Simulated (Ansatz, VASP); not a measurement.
# Two plane-wave programs on CaO

```
Ca O
1.0
     3.84735    0.00000    0.00000
    -1.92367    3.33190    0.00000
     0.00000    0.00000    4.75503
Ca O
2 2
Direct
  0.33333 0.66667 0.75000
  0.66667 0.33333 0.25000
  0.33333 0.66667 0.25000
  0.66667 0.33333 0.75000
```

Alike in both runs: task single point; functional PBE; k mesh 9 × 9 × 6; occupations gaussian, width 0.02 eV; no spin polarisation.

|  | VASP | Ansatz |
| --- | --- | --- |
| version | VASP 6.6.1 | Ansatz 0.2.0 |
| potentials or method | VASP PAW PBE potentials, release 64 (Ca_sv, O), cutoff 520 eV | scalar-relativistic, plane waves, PAW |
| valence electrons in the cell | 32 | 32 |

Ansatz gave:

- gap on the k mesh at the Fermi level (eV): 3.57
- least direct gap on the mesh (eV): 3.57
- pressure (GPa): 9.4
- traceless stress, the component that is largest in VASP (GPa): -2.87

Problem. Which values does VASP return?

Solution. gap on the k mesh at the Fermi level (eV): 3.55; least direct gap on the mesh (eV): 3.55; pressure (GPa): 10.1; traceless stress, the component that is largest in VASP (GPa): -2.98.

With one functional, cell and mesh, what is left measures potentials, basis and numerics.
